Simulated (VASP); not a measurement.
# Si3N4 (Fd-3m) in VASP: relaxation of the atoms with PBEsol

Aim: the relaxation of the atoms of Si3N4 with PBEsol.

All numbers are computed with VASP 6.6.1; they aren't measurements. Logs are shortened: lines on timing, memory, paths and dates and some standing lists are left out, and cuts for length are marked.

## 1. The cell of the first run

Symmetry: Fd-3m, No. 227, cubic system. Conventional cell: a = 7.504 Å, b = 7.504 Å, c = 7.504 Å, α = 90.00°, β = 90.00°, γ = 90.00°. Si (site symmetry -3m) has 6 N at 1.82 Å within 2.4 Å. Within 2.3 Å of Si (site symmetry -43m) lie 4 N at 1.72 Å. Within 2.3 Å of N (site symmetry 3m) lie 4 Si at 1.72 to 1.82 Å.

## 2. Relaxation of the atoms, PBEsol (7.55 Å³/atom)

The input, INCAR:

```
  PREC = Accurate
  ENCUT = 520
  EDIFF = 1E-6
  ISMEAR = 0
  SIGMA = 0.02
  LREAL = False
  LASPH = True
  NELM = 100
  ALGO = Normal
  ISIF = 2
  LWAVE = False
  LCHARG = False
  GGA = PS
  IBRION = 2
  NSW = 50
  EDIFFG = -0.01
```

The input, KPOINTS:

```
regular mesh
0
Gamma
  6 6 6
```

The input, POSCAR:

```
Si3N4
1.0
    0.0000000000      3.7521495080      3.7521495080
    3.7521495080      0.0000000000      3.7521495080
    3.7521495080      3.7521495080      0.0000000000
Si N
6 8
Direct
    0.1250000000      0.1250000000      0.6250000000
    0.1250000000      0.6250000000      0.1250000000
    0.6250000000      0.1250000000      0.1250000000
    0.1250000000      0.1250000000      0.1250000000
    0.7500000000      0.7500000000      0.7500000000
    0.5000000000      0.5000000000      0.5000000000
    0.3678686596      0.3678686596      0.3678686596
    0.3536059788      0.8821313404      0.8821313404
    0.8821313404      0.8821313404      0.3536059788
    0.8821313404      0.3536059788      0.8821313404
    0.3678686596      0.3678686596      0.8963940212
    0.3678686596      0.8963940212      0.3678686596
    0.8821313404      0.8821313404      0.8821313404
    0.8963940212      0.3678686596      0.3678686596
```

Potentials or basis: VASP PAW PBE potentials, release 64 (Si, N).

Started as:

```console
cat potpaw_PBE.64/Si/POTCAR potpaw_PBE.64/N/POTCAR > POTCAR
mpirun -np 1 vasp_std > vasp.out
```

OUTCAR:

```text
PREC = Accurate
   ENCUT = 520
   EDIFF = 1E-6
   ISMEAR = 0
   LREAL = False
   LASPH = True
   NELM = 100
   ISIF = 2
   GGA = PS
   IBRION = 2
   NSW = 50
   EDIFFG = -0.01

 ion  position               nearest neighbor table
   1  0.125  0.125  0.625-   8 1.82  10 1.82  12 1.82  14 1.82  13 1.82   7 1.82   4 2.65   2 2.65
                             3 2.65   4 2.65   2 2.65   3 2.65   6 3.11   5 3.11   5 3.11   6 3.11
   2  0.125  0.625  0.125-   7 1.82   9 1.82  11 1.82  13 1.82   8 1.82  14 1.82   4 2.65   1 2.65
                             1 2.65   3 2.65   4 2.65   3 2.65   6 3.11   6 3.11   5 3.11   5 3.11
   3  0.625  0.125  0.125-   7 1.82   9 1.82  11 1.82  13 1.82  12 1.82  10 1.82   4 2.65   1 2.65
                             2 2.65   1 2.65   2 2.65   4 2.65   6 3.11   6 3.11   6 3.11   5 3.11
   4  0.125  0.125  0.125-   8 1.82  10 1.82  12 1.82  14 1.82   9 1.82  11 1.82   1 2.65   2 2.65
                             3 2.65   1 2.65   2 2.65   3 2.65   5 3.11   6 3.11   5 3.11   6 3.11
   5  0.750  0.750  0.750-   8 1.72   9 1.72  10 1.72  13 1.72   2 3.11   3 3.11   1 3.11   2 3.11
                             3 3.11   4 3.11   1 3.11   3 3.11   4 3.11   1 3.11   2 3.11   4 3.11
   6  0.500  0.500  0.500-   7 1.72  11 1.72  12 1.72  14 1.72   3 3.11   4 3.11   2 3.11   3 3.11
                             4 3.11   1 3.11   2 3.11   3 3.11   1 3.11   2 3.11   4 3.11   1 3.11
   7  0.368  0.368  0.368-   6 1.72   3 1.82   2 1.82   1 1.82
   8  0.354  0.882  0.882-   5 1.72   4 1.82   1 1.82   2 1.82
   9  0.882  0.882  0.354-   5 1.72   3 1.82   2 1.82   4 1.82
  10  0.882  0.354  0.882-   5 1.72   4 1.82   1 1.82   3 1.82
  11  0.368  0.368  0.896-   6 1.72   3 1.82   2 1.82   4 1.82
  12  0.368  0.896  0.368-   6 1.72   4 1.82   1 1.82   3 1.82
  13  0.882  0.882  0.882-   5 1.72   3 1.82   2 1.82   1 1.82
  14  0.896  0.368  0.368-   6 1.72   4 1.82   1 1.82   2 1.82

  LATTYP: Found a face centered cubic cell.
 ALAT       =     7.5042990160

  Lattice vectors:

 A1 = (   0.0000000000,   3.7521495080,   3.7521495080)
 A2 = (   3.7521495080,   0.0000000000,   3.7521495080)
 A3 = (   3.7521495080,   3.7521495080,   0.0000000000)

Analysis of symmetry for initial positions (statically):
=====================================================================
 Subroutine PRICEL returns:
 Original cell was already a primitive cell.

 Routine SETGRP: Setting up the symmetry group for a
 face centered cubic supercell.

 Subroutine GETGRP returns: Found 48 space group operations
 (whereof 24 operations were pure point group operations)
 out of a pool of 48 trial point group operations.

The static configuration has the point symmetry T_d .
 The point group associated with its full space group is O_h .

Analysis of symmetry for dynamics (positions and initial velocities):
=====================================================================
 Subroutine PRICEL returns:
 Original cell was already a primitive cell.
[... 121 lines left out ...]
   LASPH  =      T    aspherical Exc in radial PAW
   ENCUT  =  520.0 eV  38.22 Ry    6.18 a.u.   9.87  9.87  9.87*2*pi/ulx,y,z
   NELM   =    100;   NELMIN=  2; NELMDL= -5     # of ELM steps
   EDIFF  = 0.1E-05   stopping-criterion for ELM
   LREAL  =      F    real-space projection
   EDIFFG = -.1E-01   stopping-criterion for IOM
   NSW    =     50    number of steps for IOM
   IBRION =      2    ionic relax: 0-MD 1-quasi-New 2-CG
   NFREE  =      1    steps in history (QN), initial steepest desc. (CG)
   ISIF   =      2    stress and relaxation
   ISYM   =      2    0-nonsym 1-usesym 2-fastsym
   POTIM  = 0.5000    time-step for ionic-motion
   TEBEG  =    0.0;   TEEND  =   0.0 temperature during run
   PSTRESS=    0.0 pullay stress
   NELECT =      64.0000    total number of electrons
   NUPDOWN=      -1.0000    fix difference up-down
   EMIN   =  10.00;   EMAX   =-10.00  energy-range for DOS
   EFERMI =   0.00;   METHOD = LEGACY
   ISMEAR =     0;   SIGMA  =   0.02  broadening in eV -4-tet -1-fermi 0-gaus
   EFERMI_NEDOS =   21; number of points for ismear=-14 and -15
   IALGO  =     38    algorithm
   IMIX   =      4    mixing-type and parameters
     AMIX     =   0.40;   BMIX     =  1.00
     AMIX_MAG =   1.60;   BMIX_MAG =  1.00
  volume/ion in A,a.u.               =       7.55        50.93
  Fermi-wavevector in a.u.,A,eV,Ry     =   1.385196  2.617642 26.106438  1.918769
  Thomas-Fermi vector in A             =   2.509629
   LORBIT       =      0    0 simple, 1 ext, 2 COOP (PROOUT), +10 PAW based schemes
   GGA     = PS    functional components
   LHFCALC =     F    Hartree Fock is set to
   AEXX    =    0.0000 exact exchange contribution
   IVDW    =     0    specifies the selected vdW correction
   LEPSILON=     F    determine dielectric tensor
   LRPA    =     F    only Hartree local field effects (RPA)
 conjugate gradient relaxation of ions
 non-spin polarized calculation
 Gauss-broadening in eV      SIGMA  =   0.02
  energy-cutoff  :      520.00
  volume of cell :      105.65
 maximum number of plane-waves:      2874
   NGX = 19   NGY = 19   NGZ = 19

--------------------------------------- Ionic step        1  -------------------------------------------

 number of electron      63.9999995 magnetization

 Free energy of the ion-electron system (eV)
  ---------------------------------------------------
  ext. energy  EPLUGINS =         0.00000000
  ---------------------------------------------------
  free energy    TOTEN  =      -118.19489047 eV

  energy without entropy =     -118.19489047  energy(sigma->0) =     -118.19489047

------------------------ aborting loop because EDIFF is reached ----------------------------------------

  FORCE on cell =-STRESS in cart. coord.  units (eV):
  Direction    XX          YY          ZZ          XY          YZ          ZX
  --------------------------------------------------------------------------------------
  -------------------------------------------------------------------------------------
  Total       23.5871188     23.5871188     23.5871188      0.0000000     -0.0000000      0.0000000
  in kB      357.6968173    357.6968173    357.6968173      0.0000000     -0.0000000      0.0000000
  external PRESSURE =     357.6968173 kB  Pullay stress =       0.0000000 kB
[... 83 lines left out ...]
--------------------------------------- Ionic step        3  -------------------------------------------

 number of electron      63.9999994 magnetization

 Free energy of the ion-electron system (eV)
  ---------------------------------------------------
  ext. energy  EPLUGINS =         0.00000000
  ---------------------------------------------------
  free energy    TOTEN  =      -118.19591797 eV

  energy without entropy =     -118.19591797  energy(sigma->0) =     -118.19591797

 E-fermi :  10.7107     XC(G=0): -12.9409

 val. band max:       10.5652041414   @ k =  -0.1667   0.1667   0.0000
 cond. band min:      14.2173705054   @ k =   0.0000   0.0000   0.0000
 fundamental gap:      3.6521663639
 Fermi energy:        10.7106954140

 k-point     1 :       0.0000    0.0000    0.0000
  band No.  band energies     occupation
      1      -9.3579      2.00000
      2      -5.6016      2.00000
      3      -4.5902      2.00000
      4      -4.5902      2.00000
      5      -4.5902      2.00000
      6      -3.4206      2.00000
[... 718 lines left out ...]
  FREE ENERGIE OF THE ION-ELECTRON SYSTEM (eV)
  ---------------------------------------------------
  free  energy   TOTEN  =      -118.1959179706 eV

  energy  without entropy=     -118.1959179706  energy(sigma->0) =     -118.19591797

 reached required accuracy - stopping structural energy minimisation
```

OSZICAR:

```text
N       E                     dE             d eps       ncg     rms          rms(c)
DAV:   1     0.286453160313E+03    0.28645E+03   -0.33470E+04  1280   0.153E+03
DAV:   2    -0.114894906225E+03   -0.40135E+03   -0.38765E+03  1632   0.316E+02
DAV:   3    -0.131820246512E+03   -0.16925E+02   -0.16830E+02  1536   0.723E+01
[... 23 lines left out ...]
DAV:   3    -0.118195913123E+03    0.21412E-03   -0.82500E-04  1584   0.169E-01    0.416E-02
DAV:   4    -0.118195919434E+03   -0.63112E-05   -0.20698E-04  1488   0.698E-02    0.362E-02
DAV:   5    -0.118195920868E+03   -0.14338E-05   -0.18981E-05  1408   0.276E-02    0.854E-03
DAV:   6    -0.118195917918E+03    0.29501E-05   -0.12841E-05  1464   0.211E-02    0.219E-03
DAV:   7    -0.118195917971E+03   -0.52463E-07   -0.10832E-06   968   0.542E-03
   3 F= -.11819592E+03 E0= -.11819592E+03  d E =-.102750E-02
```

CONTCAR:

```text
Si3N4
   1.00000000000000
     0.0000000000000000    3.7521495080000000    3.7521495080000000
     3.7521495080000000    0.0000000000000000    3.7521495080000000
     3.7521495080000000    3.7521495080000000    0.0000000000000000
  Si              N
     6     8
Direct
     0.1250000000000000    0.1250000000000000    0.6250000000000000
[... 17 lines left out ...]
  0.00000000E+00  0.00000000E+00  0.00000000E+00
  0.00000000E+00  0.00000000E+00  0.00000000E+00
  0.00000000E+00  0.00000000E+00  0.00000000E+00
  0.00000000E+00  0.00000000E+00  0.00000000E+00
  0.00000000E+00  0.00000000E+00  0.00000000E+00
  0.00000000E+00  0.00000000E+00  0.00000000E+00
  0.00000000E+00  0.00000000E+00  0.00000000E+00
  0.00000000E+00  0.00000000E+00  0.00000000E+00
  0.00000000E+00  0.00000000E+00  0.00000000E+00
  0.00000000E+00  0.00000000E+00  0.00000000E+00
  0.00000000E+00  0.00000000E+00  0.00000000E+00
```

Run time: 63 s. Hardware: 1 thread of Intel Xeon 6975P-C (Granite Rapids), shared host; peak memory 0.26 GiB.

What came out:

```yaml
Free_energy: -118.1959 eV
Energy_gained_by_relaxing: 0.1 meV/atom
Ionic_steps: 3
Pressure_after_relaxing: 35.7 GPa
Band_gap_on_the_k_mesh: 3.65 eV
```

Step by step:
```
step  energy change (eV)  largest force (eV/Å)  pressure (GPa)
   1              0.0000                0.1249           35.77
   2              0.0028                0.2406           35.53
   3             -0.0010                0.0001           35.68
```

Final structure:
```
Si N
1.0
     0.00000    3.75215    3.75215
     3.75215    0.00000    3.75215
     3.75215    3.75215    0.00000
Si N
6 8
Direct
  0.12500 0.12500 0.62500
  0.12500 0.62500 0.12500
  0.62500 0.12500 0.12500
  0.12500 0.12500 0.12500
  0.75000 0.75000 0.75000
  0.50000 0.50000 0.50000
  0.36803 0.36803 0.36803
  0.35408 0.88197 0.88197
  0.88197 0.88197 0.35408
  0.88197 0.35408 0.88197
  0.36803 0.36803 0.89592
  0.36803 0.89592 0.36803
  0.88197 0.88197 0.88197
  0.89592 0.36803 0.36803
```

Caveat: the PAW data sets were made with another functional, which shifts forces and pressure a little. A k mesh can miss the band edges.
